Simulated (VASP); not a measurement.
Write the native input for VASP 6.6.1 that does the following.

```yaml
Task: molecular dynamics
Functional: PBE
Potentials_or_basis: VASP PAW PBE potentials, release 64 (Ti_sv, Sn_d, Hf_pv, Si)
Cutoff: 350 eV
k_mesh: 1 × 1 × 1, shifted
Occupations: fermi-dirac, width 0.1379 eV
Spin: no spin polarisation
Dipole_correction: no
```

The structure of Hf2Ti7Si2Sn5 lies in POSCAR:

```
Hf2Ti7Si2Sn5
1.0
    6.9502750000     -0.0960840000      0.1117440000
   -0.0960840000      7.2928480000     -0.0979470000
    0.1117440000     -0.0979470000      7.1420180000
Ti Sn Hf Si
7 5 2 2
Direct
    0.5051616913      0.0815309435      0.0182408526
    0.2776665778      0.5761463155      0.7879066340
    0.9961336722      0.1269066714      0.5484123537
    0.9040439905      0.0620208600      0.2062062026
    0.7619631024      0.3145872165      0.7964639902
    0.2740780166      0.3965360532      0.2702952481
    0.2538554670      0.8444235087      0.4183214098
    0.4228170071      0.2062610513      0.6441997728
    0.7024103722      0.3859332051      0.3202756057
    0.0437609348      0.6826915256      0.1132963066
    0.6590130251      0.8700793543      0.4997116135
    0.5442119045      0.6731972058      0.0645649436
    0.9326952238      0.6008776107      0.5738208043
    0.7819844852      0.9401968051      0.8566726632
    0.1673676040      0.8883418819      0.7556517525
    0.1060706362      0.2010523385      0.9414639207
```

The input as run:

INCAR

```
SYSTEM = Hf2Ti7Si2Sn5
ALGO = Normal
EDIFF = 1E-5
ENCUT = 350
GGA = PE
GGA_COMPAT = .FALSE.
IBRION = 0
ISIF = 2
ISMEAR = -1
ISYM = -1
LANGEVIN_GAMMA = 30 30 30 30
LASPH = .TRUE.
LCHARG = .TRUE.
LREAL = Auto
LWAVE = .FALSE.
MAXMIX = 40
MDALGO = 3
NBANDS = 105
NELM = 120
NELMIN = 4
NSW = 40
POTIM = 3.0
PREC = Normal
RANDOM_SEED = 28927 0 0
SIGMA = 0.1379
TEBEG = 1600.0
TEEND = 1600.0
```

KPOINTS

```
explicit points
1
Reciprocal
  0.25000000   0.25000000   0.25000000 1
```

Potentials or basis: VASP PAW PBE potentials, release 64 (Ti_sv, Sn_d, Hf_pv, Si).

Run with:

```console
$ cat potpaw_PBE.64/Ti_sv/POTCAR potpaw_PBE.64/Sn_d/POTCAR potpaw_PBE.64/Hf_pv/POTCAR potpaw_PBE.64/Si/POTCAR > POTCAR
$ mpirun -np 1 vasp_std > vasp.out
```

Wall time 8.1 min on 1 thread of Intel(R) Xeon(R) 6975P-C (Granite Rapids), with other jobs on the host, peak memory 0.26 GiB.
